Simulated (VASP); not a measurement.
## AlAu: single point with PBEsol

Crystal: AlAu.

```
Al Au
1.0
     1.42523    0.82286    8.64890
    -1.42523    0.82286    8.64890
     0.00000   -1.64572    8.64890
Al Au
2 2
Direct
  0.37554 0.37554 0.37554
  0.62446 0.62446 0.62446
  0.87749 0.87749 0.87749
  0.12251 0.12251 0.12251
```

```yaml
Program: VASP 6.6.1
Task: single point
Functional: PBEsol
Potentials_or_basis: VASP PAW PBE potentials, release 64 (Al, Au)
Cutoff: 520 eV
k_mesh: 6 × 6 × 6
Occupations: gaussian, width 0.1 eV
Spin: no spin polarisation
Dipole_correction: no
Further_INCAR_settings: ALGO = Normal; EDIFF = 1e-06; NBANDS = 22
```

The pressure is 12.5 GPa, the largest force is 0.887 eV/Å and the band gap on the k mesh is zero (bands 14 and 15 overlap by 1.32 eV).

Forces on the atoms (eV/Å):
```
Al   0.000  0.000  0.167
Al   0.000  0.000 -0.167
Au   0.000  0.000  0.887
Au   0.000  0.000 -0.887
```

Stress tensor (GPa, compression positive):
```
14.91  0.00  0.00
 0.00 14.91  0.00
 0.00  0.00  7.62
```

Levels at points of the mesh, in eV from the Fermi level:
```tsv
k point	band 10	band 11	band 12	band 13	band 14	band 15	band 16	band 17	band 18	band 19
(0.00, 0.00, 0.00)	-4.01	-4.01	-3.32	-3.32	-2.88	0.06	8.68	9.08	11.00	11.00
(0.50, 0.00, 0.00)	-3.60	-2.47	-2.36	-1.29	-1.06	-0.35	1.70	2.78	5.68	5.98
(0.50, 0.50, 0.00)	-3.60	-2.47	-2.36	-1.72	-1.50	0.26	1.80	2.69	4.01	5.92
(0.50, 0.50, 0.50)	-4.98	-4.01	-4.01	-3.32	-3.32	2.39	5.12	10.98	10.98	11.24
```

Run time: 2.8 min on 1 thread of Intel(R) Xeon(R) 6975P-C (Granite Rapids), on a shared host, peak memory 0.63 GiB.

Caveat: the k points lie up to 0.43 Å⁻¹ apart, too coarse for converged energies and pressures of a metal; the PAW data sets were made with another functional, which shifts forces and pressure a little; spin-orbit coupling is left out, which moves the levels of the heavy elements.
